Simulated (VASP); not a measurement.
Runs of VASP 6.6.1 on Cu. The structure is that of space group Fm-3m (No. 225), or close to it. The cells are those of the table. 

```tsv
task	level	potentials or basis	cell	k mesh	cutoff (eV)	smearing	gap on the mesh (eV)	pressure (GPa)
single point	PBEsol	VASP PAW PBE potentials, release 64 (Cu)	a = 2.565, b = 2.598, c = 2.506 Å, angles 60.0, 60.3, 59.7°, 1 atom	9 × 9 × 9	520	fermi-dirac 0.01 eV	none	-5.6
single point	LDA	VASP PAW LDA potentials, release 64 (Cu)	a = 2.481, b = 2.499 Å, angles 60.0°, 1 atom	13 × 12 × 13	520	fermi-dirac 0.05 eV	none	(a)
relaxation of cell and atoms	PBEsol	VASP PAW PBE potentials, release 64 (Cu)	relaxed from a = 2.565, b = 2.598, c = 2.506 Å, angles 60.0, 60.3, 59.7°, 1 atom	13 × 12 × 13	600	fermi-dirac 0.05 eV	none	0.0
single point	PBEsol	VASP PAW PBE potentials, release 64 (Cu)	a = 2.513, b = 2.531 Å, angles 60.0°, 1 atom	13 × 12 × 13	520	fermi-dirac 0.05 eV	none	0.6
single point	PBEsol	VASP PAW PBE potentials, release 64 (Cu)	a = 2.409, b = 2.422 Å, angles 60.0, 60.0, 60.0°, 1 atom	13 × 12 × 13	520	fermi-dirac 0.05 eV	none	31.1
```

Alike in all rows: no spin polarisation.

**Question.** Estimate the missing entries.

**Answer.** (a) 0.8.

Caveats: the PAW data sets were made with another functional, which shifts forces and pressure a little (some runs).

A gap of «none» marks levels without a gap at the run's occupations.
